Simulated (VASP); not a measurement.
Crystal: InSe5.

```xyz
6
Lattice="7.2551 0.0000 0.0000 -3.6276 6.2831 0.0000 0.0000 0.0000 3.5778" Properties=species:S:1:pos:R:3 pbc="T T T"
In    0.0000    0.0000    0.0000
Se    0.0000    4.1887    0.0000
Se    3.6276    2.0944    0.0000
Se    3.6276    0.0000    1.7889
Se    1.8138    3.1416    1.7889
Se   -1.8138    3.1416    1.7889
```

The cell was built from a structure type or drawn by symmetry, and may not be a known phase.

```yaml
Program: VASP 6.6.1
Task: relaxation of cell and atoms
Functional: PBE
Potentials_or_basis: VASP PAW PBE potentials, release 64 (In_d, Se)
Cutoff: 600 eV
k_mesh: 3 × 3 × 6
Occupations: gaussian, width 0.1 eV
Spin: no spin polarisation
```

At the start: pressure 0.1 GPa; volume 27.18 Å³/atom.

How do energy, volume and symmetry change on relaxing?

Over 5 steps the energy falls by 4.0 meV/atom and the volume is 27.00 Å³/atom (-0.7 %); space group P6/mmm (No. 191, to 0.1 Å) before and after.

The path:
| step | energy change (eV) | largest force (eV/Å) | pressure (GPa) | volume (Å³) |
| --- | --- | --- | --- | --- |
| 1 | 0.0000 | 0.0000 | 0.11 | 163.09 |
| 2 | -0.0133 | 0.0000 | -0.10 | 163.53 |
| 3 | -0.0210 | 0.0000 | -0.52 | 164.29 |
| 4 | -0.0214 | 0.0000 | -0.44 | 164.15 |
| 5 | -0.0241 | 0.0000 | 0.09 | 162.02 |

Final structure:
```cif
data_structure
_symmetry_space_group_name_H-M 'P 1'
_symmetry_Int_Tables_number 1
_cell_length_a 7.1413
_cell_length_b 7.1413
_cell_length_c 3.6684
_cell_angle_alpha 90.000
_cell_angle_beta 90.000
_cell_angle_gamma 120.000
_cell_volume 162.02
loop_
_atom_site_label
_atom_site_type_symbol
_atom_site_fract_x
_atom_site_fract_y
_atom_site_fract_z
_atom_site_occupancy
In1 In 0.00000 0.00000 0.00000 1
Se1 Se 0.33333 0.66667 0.00000 1
Se2 Se 0.66667 0.33333 0.00000 1
Se3 Se 0.50000 0.00000 0.50000 1
Se4 Se 0.50000 0.50000 0.50000 1
Se5 Se 0.00000 0.50000 0.50000 1
```
